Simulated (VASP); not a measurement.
# Sb (I4/mmm) in VASP: notebook

Aim: see how the results for Sb move with the level of theory and the settings. Levels: BLYP, RPBE, revPBE. Tasks: single point.

Everything below comes from runs of VASP 6.6.1. Logs are shortened: lines on timing, memory, paths and dates and some standing lists are left out, and cuts for length are marked.

**1. The cell of the first run**

Symmetry: I4/mmm, No. 139, tetragonal system. Conventional cell: a = 3.153 Å, b = 3.153 Å, c = 5.424 Å, α = 90.00°, β = 90.00°, γ = 90.00°. Within 4.1 Å of Sb (site symmetry 4/mmm) lie 12 Sb at 3.15 to 3.51 Å.

**2. Single point, BLYP**

Contents of INCAR:

```
PREC     = Accurate       # precision mode
ENCUT    = 520            # plane-wave cutoff, eV
EDIFF    = 1E-6           # SCF threshold, eV
ISMEAR   = -1             # smearing method
SIGMA    = 0.05           # smearing width, eV
LREAL    = F              # projectors in reciprocal space
LASPH    = T              # aspherical terms in the spheres
NELM     = 80             # most SCF steps
ALGO     = Normal         # electronic algorithm
ISIF     = 2              # what is computed and relaxed
LWAVE    = F              # write WAVECAR
LCHARG   = F              # write CHGCAR
GGA      = B5             # functional
ALDAX    = 1.0          
AGGAX    = 1.0          
AGGAC    = 1.0          
ALDAC    = 0.0          
NBANDS   = 8              # bands
```

Contents of KPOINTS:

```
regular mesh
0
Gamma
  12 12 12
```

Contents of POSCAR:

```
Sb
1.0
   -1.5765401831      1.5765401831      2.7119384313
    1.5765401831     -1.5765401831      2.7119384313
    1.5765401831      1.5765401831     -2.7119384313
Sb
1
Direct
    0.0000000000      0.0000000000      0.0000000000
```

Potentials or basis: VASP PAW PBE potentials, release 64 (Sb).

Started as:

```
$ cat potpaw_PBE.64/Sb/POTCAR > POTCAR
$ mpirun -np 1 vasp_std > vasp.out
```

OUTCAR:

```text
PREC = Accurate
   ENCUT = 520
   EDIFF = 1E-6
   ISMEAR = -1
   LREAL = F
   LASPH = T
   NELM = 80
   ISIF = 2
   GGA = B5

 ion  position               nearest neighbor table
   1  0.000  0.000  0.000-

  LATTYP: Found a body centered tetragonal cell.
 ALAT       =     3.1530803662
 C/A-ratio  =     1.7201835135

  Lattice vectors:

 A1 = (  -1.5765401831,   1.5765401831,   2.7119384313)
 A2 = (   1.5765401831,  -1.5765401831,   2.7119384313)
 A3 = (   1.5765401831,   1.5765401831,  -2.7119384313)

Analysis of symmetry for initial positions (statically):
=====================================================================
 Subroutine PRICEL returns:
 Original cell was already a primitive cell.

 Routine SETGRP: Setting up the symmetry group for a
 body centered tetragonal supercell.

 Subroutine GETGRP returns: Found 16 space group operations
 (whereof 16 operations were pure point group operations)
 out of a pool of 16 trial point group operations.

The static configuration has the point symmetry D_4h.

Analysis of symmetry for dynamics (positions and initial velocities):
=====================================================================
 Subroutine PRICEL returns:
 Original cell was already a primitive cell.

 Routine SETGRP: Setting up the symmetry group for a
 body centered tetragonal supercell.

 Subroutine GETGRP returns: Found 16 space group operations
 (whereof 16 operations were pure point group operations)
 out of a pool of 16 trial point group operations.

The dynamic configuration has the point symmetry D_4h.

 Subroutine INISYM returns: Found 16 space group operations
 (whereof 16 operations are pure point group operations),
 and found     1 'primitive' translations

----------------------------------------------------------------------------------------

                                     Primitive cell

  volume of cell :      26.9619

  direct lattice vectors                    reciprocal lattice vectors
    -1.576540183  1.576540183  2.711938431     0.000000000  0.317150178  0.184369967
     1.576540183 -1.576540183  2.711938431     0.317150178  0.000000000  0.184369967
     1.576540183  1.576540183 -2.711938431     0.317150178  0.317150178  0.000000000

  length of vectors
     3.510778824  3.510778824  3.510778824     0.366846726  0.366846726  0.448518083

  position of ions in fractional coordinates (direct lattice)
     0.000000000  0.000000000  0.000000000

  ion indices of the primitive-cell ions
   primitive index   ion index
                 1           1

----------------------------------------------------------------------------------------

 KPOINTS: regular mesh

Automatic generation of k-mesh.
 Grid dimensions read from file:
 generate k-points for:   12   12   12

 Generating k-lattice:

  Cartesian coordinates                     Fractional coordinates (reciprocal lattice)
     0.000000000  0.026429182  0.015364164     0.083333333 -0.000000000  0.000000000
     0.026429182  0.000000000  0.015364164    -0.000000000  0.083333333  0.000000000
     0.026429182  0.026429182  0.000000000     0.000000000  0.000000000  0.083333333

  Length of vectors
     0.030570561  0.030570561  0.037376507

  Shift w.r.t. Gamma in fractional coordinates (k-lattice)
     0.000000000  0.000000000  0.000000000

 Subroutine IBZKPT returns following result:
 ===========================================

 Found    163 irreducible k-points:

 Following reciprocal coordinates:
            Coordinates               Weight
  0.000000  0.000000  0.000000      1.000000
  0.083333  0.000000 -0.000000      8.000000
  0.166667  0.000000 -0.000000      8.000000
  0.250000 -0.000000  0.000000      8.000000
  0.333333  0.000000 -0.000000      8.000000
  0.416667  0.000000 -0.000000      8.000000
[... 16 lines left out ...]
  0.500000  0.166667  0.000000     16.000000
 -0.416667  0.166667  0.000000     16.000000
 [... further k-points ...]
   k-points           NKPTS =    163   k-points in BZ     NKDIM =    163   number of bands    NBANDS=      8
   number of dos      NEDOS =    301   number of ions     NIONS =      1
   total plane-waves  NPLWV =  21952
   dimension x,y,z NGX =    28 NGY =   28 NGZ =   28
   dimension x,y,z NGXF=    56 NGYF=   56 NGZF=   56
   ions per type =               1
   NGX,Y,Z   is equivalent  to a cutoff of  13.26, 13.26, 13.26 a.u.
   NGXF,Y,Z  is equivalent  to a cutoff of  26.52, 26.52, 26.52 a.u.
 SYSTEM =  unknown system
   PREC   = accura    normal or accurate (medium, high low for compatibility)
   ISTART =      0    job   : 0-new  1-cont  2-samecut
   ICHARG =      2    charge: 1-file 2-atom 10-const
   ISPIN  =      1    spin polarized calculation?
   LNONCOLLINEAR =      F non collinear calculations
   LSORBIT =      F    spin-orbit coupling
   LASPH  =      T    aspherical Exc in radial PAW
   ENCUT  =  520.0 eV  38.22 Ry    6.18 a.u.   6.53  6.53  6.53*2*pi/ulx,y,z
   NELM   =     80;   NELMIN=  2; NELMDL= -5     # of ELM steps
   EDIFF  = 0.1E-05   stopping-criterion for ELM
   LREAL  =      F    real-space projection
   EDIFFG = 0.1E-04   stopping-criterion for IOM
   NSW    =      0    number of steps for IOM
   IBRION =     -1    ionic relax: 0-MD 1-quasi-New 2-CG
   NFREE  =      0    steps in history (QN), initial steepest desc. (CG)
   ISIF   =      2    stress and relaxation
   ISYM   =      2    0-nonsym 1-usesym 2-fastsym
   POTIM  = 0.5000    time-step for ionic-motion
   TEBEG  =    0.0;   TEEND  =   0.0 temperature during run
   PSTRESS=    0.0 pullay stress
   NELECT =       5.0000    total number of electrons
   NUPDOWN=      -1.0000    fix difference up-down
   EMIN   =  10.00;   EMAX   =-10.00  energy-range for DOS
   EFERMI =   0.00;   METHOD = LEGACY
   ISMEAR =    -1;   SIGMA  =   0.05  broadening in eV -4-tet -1-fermi 0-gaus
   EFERMI_NEDOS =   21; number of points for ismear=-14 and -15
   IALGO  =     38    algorithm
   IMIX   =      4    mixing-type and parameters
     AMIX     =   0.40;   BMIX     =  1.00
     AMIX_MAG =   1.60;   BMIX_MAG =  1.00
  volume/ion in A,a.u.               =      26.96       181.95
  Fermi-wavevector in a.u.,A,eV,Ry     =   0.933573  1.764197 11.858269  0.871558
  Thomas-Fermi vector in A             =   2.060288
   LORBIT       =      0    0 simple, 1 ext, 2 COOP (PROOUT), +10 PAW based schemes
   GGA     = B5    functional components
   LHFCALC =     F    Hartree Fock is set to
   AEXX    =    0.0000 exact exchange contribution
   IVDW    =     0    specifies the selected vdW correction
   LEPSILON=     F    determine dielectric tensor
   LRPA    =     F    only Hartree local field effects (RPA)
 non-spin polarized calculation
  energy-cutoff  :      520.00
  volume of cell :       26.96
 maximum number of plane-waves:       748
 NGX is ok and might be reduce to    28
   NGX = 13   NGY = 13   NGZ = 13

 number of electron       5.0000000 magnetization

 Free energy of the ion-electron system (eV)
  ---------------------------------------------------
  ext. energy  EPLUGINS =         0.00000000
  ---------------------------------------------------
  free energy    TOTEN  =        -2.89466173 eV

  energy without entropy =       -2.88880576  energy(sigma->0) =       -2.89173374

 E-fermi :   9.0161     XC(G=0):  -9.5418

 val. band max:        9.0080065834   @ k =   0.3333   0.1667   0.0833
 cond. band min:       9.0472787939   @ k =   0.5000   0.2500  -0.0000
 fundamental gap:      0.0392722105
 Fermi energy:         9.0161067468

 k-point     1 :       0.0000    0.0000    0.0000
  band No.  band energies     occupation
      1      -3.9471      2.00000
      2      13.4375      0.00000
      3      14.2860      0.00000
      4      14.2860      0.00000
      5      18.4674      0.00000
      6      19.7979      0.00000
      7      19.8822      0.00000
      8      19.8822      0.00000

 k-point     2 :       0.0833    0.0000   -0.0000
  band No.  band energies     occupation
      1      -3.8089      2.00000
      2      12.8160      0.00000
      3      13.4338      0.00000
      4      14.2591      0.00000
      5      18.3698      0.00000
      6      18.8488      0.00000
      7      19.7685      0.00000
      8      20.1002      0.00000

 k-point     3 :       0.1667    0.0000   -0.0000
  band No.  band energies     occupation
      1      -3.3968      2.00000
      2      10.6612      0.00000
      3      12.6073      0.00000
      4      14.2041      0.00000
      5      17.2673      0.00000
      6      18.7367      0.00000
      7      20.6258      0.00000
      8      20.6830      0.00000

 k-point     4 :       0.2500   -0.0000    0.0000
  band No.  band energies     occupation
      1      -2.7211      2.00000
      2       8.2508      2.00000
      3      11.8428      0.00000
      4      14.1681      0.00000
      5      16.4206      0.00000
      6      18.6239      0.00000
      7      21.1796      0.00000
      8      21.9568      0.00000

 k-point     5 :       0.3333    0.0000   -0.0000
  band No.  band energies     occupation
      1      -1.8145      2.00000
      2       6.0109      2.00000
      3      11.2175      0.00000
      4      14.1739      0.00000
      5      15.8302      0.00000
      6      18.7056      0.00000
      7      20.6704      0.00000
      8      21.3700      0.00000
[... 177 lines left out ...]
 k-point    22 :       0.4167    0.1667   -0.0000
  band No.  band energies     occupation
      1       0.0726      2.00000
      2       4.0780      2.00000
      3       9.6950      0.00000
      4      11.2511      0.00000
      5      15.9935      0.00000
      6      17.6599      0.00000
      7      21.7143      0.00000
      8      22.9626      0.00000

 k-point    23 :       0.5000    0.1667    0.0000
  band No.  band energies     occupation
      1       0.0960      2.00000
      2       4.0300      2.00000
      3       9.8859      0.00000
      4      11.4361      0.00000
      5      15.7471      0.00000
      6      17.5269      0.00000
      7      21.2109      0.00000
      8      22.5692      0.00000

 k-point    24 :      -0.4167    0.1667    0.0000
  band No.  band energies     occupation
      1      -0.7956      2.00000
      2       5.4288      2.00000
      3      10.2466      0.00000
      4      11.7186      0.00000
      5      15.8647      0.00000
      6      17.6307      0.00000
      7      19.6614      0.00000
      8      22.8200      0.00000

 [... further k-points ...]
[... 5 lines left out ...]
  --------------------------------------------------------------------------------------
  -------------------------------------------------------------------------------------
  Total        1.2855889      1.2855889      1.2801112      0.0000000      0.0000000      0.0000000
  in kB       76.3946211     76.3946211     76.0691148      0.0000000      0.0000000      0.0000000
  external PRESSURE =      76.2861190 kB  Pullay stress =       0.0000000 kB

 VOLUME and BASIS-vectors are now :
 -----------------------------------------------------------------------------
  energy-cutoff  :      520.00
  volume of cell :       26.96
      direct lattice vectors                 reciprocal lattice vectors
    -1.576540183  1.576540183  2.711938431     0.000000000  0.317150178  0.184369967
     1.576540183 -1.576540183  2.711938431     0.317150178  0.000000000  0.184369967
     1.576540183  1.576540183 -2.711938431     0.317150178  0.317150178  0.000000000

 POSITION                                       TOTAL-FORCE (eV/Angst)
 -----------------------------------------------------------------------------------
      0.00000      0.00000      0.00000         0.000000     -0.000000      0.000000
 -----------------------------------------------------------------------------------
    total drift:                               -0.000000      0.000000      0.000000

  FREE ENERGIE OF THE ION-ELECTRON SYSTEM (eV)
  ---------------------------------------------------
  free  energy   TOTEN  =        -2.8946617253 eV

  energy  without entropy=       -2.8888057643  energy(sigma->0) =       -2.89173374
```

It took 30 s on 1 thread of Intel Xeon 6975P-C, shared host; peak memory 0.18 GiB.

Results:

| Quantity | Value |
| --- | --- |
| Free energy | -2.8947 eV |
| Pressure | 7.6 GPa |

Levels at points of the mesh, in eV from the Fermi level:
```
           k point  band 1  band 2  band 3  band 4  band 5  band 6  band 7
(0.00, 0.00, 0.00)  -12.96    4.42    5.27    5.27    9.45   10.78   10.87
(0.50, 0.00, 0.00)   -9.23   -5.71    1.66    5.21    6.35   10.32   10.83
(0.50, 0.50, 0.00)   -6.80   -4.37   -1.09    0.55    3.80    4.62   15.75
(0.50, 0.50, 0.50)   -9.38   -5.59    2.05    2.05    6.08    6.40   18.18
```

Caveat: the PAW data sets were made with another functional, which shifts forces and pressure a little; spin-orbit coupling is left out, which moves the levels of the heavy elements.

**3. Single point, RPBE**

This run uses another cell than the first one, of 28.23 Å³/atom, 1.047 times its volume.

Contents of INCAR:

```
  ALGO = Normal
  EDIFF = 1E-7
  ENCUT = 520
  GGA = RP
  ISIF = 2
  ISMEAR = -1
  LASPH = True
  LCHARG = True
  LELF = True
  LREAL = False
  LVHAR = True
  LWAVE = False
  NBANDS = 8
  NELM = 80
  PREC = Accurate
  SIGMA = 0.05
```

Contents of KPOINTS:

```
k-points
0
Gamma
  12 12 12
```

Contents of POSCAR:

```
Sb
1.0
   -1.6235611350      1.6235611350      2.6775017037
    1.6235611350     -1.6235611350      2.6775017037
    1.6235611350      1.6235611350     -2.6775017037
Sb
1
Direct
    0.0000000000      0.0000000000      0.0000000000
```

Potentials or basis: VASP PAW PBE potentials, release 64 (Sb).

Started as:

```
$ cat potpaw_PBE.64/Sb/POTCAR > POTCAR
$ mpirun -np 1 vasp_std > vasp.out
```

Run time: 31 s. Hardware: 1 thread of Intel Xeon 6975P-C, shared host; peak memory 0.17 GiB.

It converged, with:

```
Free energy : -3.4653 eV
Pressure    : -0.2 GPa
```

Levels at points of the mesh, in eV from the Fermi level:
```tsv
k point	band 1	band 2	band 3	band 4	band 5	band 6
(0.00, 0.00, 0.00)	-12.59	4.64	5.07	5.07	9.23	10.30
(0.50, 0.00, 0.00)	-9.04	-5.54	2.05	4.68	6.42	9.52
(0.50, 0.50, 0.00)	-6.92	-4.31	-0.73	0.48	3.56	4.34
(0.50, 0.50, 0.50)	-8.82	-5.30	1.65	1.65	5.50	5.50
```

Caveat: the PAW data sets were made with another functional, which shifts forces and pressure a little; spin-orbit coupling is left out, which moves the levels of the heavy elements.

**4. Single point, revPBE**

This run uses another cell than the first one, of 28.05 Å³/atom, 1.040 times its volume.

Contents of INCAR:

```
SYSTEM = Sb
  PREC = Accurate
  ENCUT = 520
  EDIFF = 1E-7
  ISMEAR = -1
  SIGMA = 0.05
  LREAL = .False.
  LASPH = .True.
  NELM = 60
  ALGO = Normal
  ISIF = 2
  LWAVE = .False.
  LCHARG = .False.
  GGA = RE
  NBANDS = 8
```

Contents of KPOINTS:

```
Automatic mesh
0
Gamma
  12 12 12
  0 0 0
```

Contents of POSCAR:

```
Sb
1.0
   -1.6203891707      1.6203891707      2.6709010924
    1.6203891707     -1.6203891707      2.6709010924
    1.6203891707      1.6203891707     -2.6709010924
Sb
1
Direct
    0.0000000000      0.0000000000      0.0000000000
```

Started as:

```
$ cat potpaw_PBE.64/Sb/POTCAR > POTCAR
$ mpirun -np 1 vasp_std > vasp.out
```

Run time: 29 s. Hardware: 1 thread of Intel Xeon 6975P-C, shared host; peak memory 0.18 GiB.

It converged, with:

```yaml
Free_energy: -3.5218 eV
Pressure: -0.2 GPa
```

Levels at points of the mesh, in eV from the Fermi level:
| k point | band 1 | band 2 | band 3 | band 4 | band 5 | band 6 | band 7 | band 8 |
| --- | --- | --- | --- | --- | --- | --- | --- | --- |
| (0.00, 0.00, 0.00) | -12.64 | 4.68 | 5.11 | 5.11 | 9.26 | 10.33 | 10.33 | 10.43 |
| (0.50, 0.00, 0.00) | -9.06 | -5.57 | 2.07 | 4.71 | 6.45 | 9.56 | 10.13 | 10.19 |
| (0.50, 0.50, 0.00) | -6.92 | -4.34 | -0.73 | 0.48 | 3.56 | 4.34 | 16.02 | 16.39 |
| (0.50, 0.50, 0.50) | -8.83 | -5.33 | 1.65 | 1.65 | 5.51 | 5.52 | 17.70 | 17.93 |

Caveat: the PAW data sets were made with another functional, which shifts forces and pressure a little; spin-orbit coupling is left out, which moves the levels of the heavy elements.

**5. Summary**

```csv
level,cell,gap on the mesh (eV),pressure (GPa)
BLYP,"a = 3.511 Å, angles 126.6, 126.6, 78.8°, 1 atom",none,7.6
RPBE,"a = 3.527 Å, angles 125.2, 125.2, 81.2°, 1 atom",none,-0.2
revPBE,"a = 3.519 Å, angles 125.2, 125.2, 81.3°, 1 atom",none,-0.2
```

Alike in all rows: task single point; potentials or basis VASP PAW PBE potentials, release 64 (Sb); no spin polarisation; k mesh 12 × 12 × 12; cutoff (eV) 520; smearing fermi-dirac 0.05 eV.

Caveats: the PAW data sets were made with another functional, which shifts forces and pressure a little; spin-orbit coupling is left out, which moves the levels of the heavy elements.

Total energies depend on the potentials used, so only differences within one code and one set of settings carry meaning.
